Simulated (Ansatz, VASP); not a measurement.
# One calculation of NaH, two programs

```
Na H
1.0
     3.41517    0.00000    0.00000
    -1.70759    2.95763    0.00000
     0.00000    0.00000    5.57697
Na H
2 2
Cartesian
  0.0000 0.0000 0.0000
  0.0000 0.0000 2.7885
  0.0000 1.9718 1.3942
  1.7076 0.9859 4.1827
```

Alike in both runs: task relaxation of cell and atoms; functional PBE; k mesh 9 × 9 × 6; occupations gaussian, width 0.02 eV; no spin polarisation.

|  | VASP | Ansatz |
| --- | --- | --- |
| version | VASP 6.6.1 | Ansatz 0.2.0 |
| potentials or method | VASP PAW PBE potentials, release 64 (Na_pv, H), cutoff 600 eV | scalar-relativistic, plane waves, PAW |
| valence electrons in the cell | 16 | 20 |

```csv
,VASP,Ansatz,Ansatz less VASP
"gap on the k mesh at the Fermi level, each at its own relaxed structure (eV)",3.37,3.37,+0.007
relaxed volume (Å³/atom),14.32,14.25,-0.066
relaxed cell length with the largest relative difference (Å),3.350,3.345,-0.0055
```

VASP's potentials hold 16 valence electrons a cell and Ansatz's 20, so a difference there can come from the potentials and not from the codes.
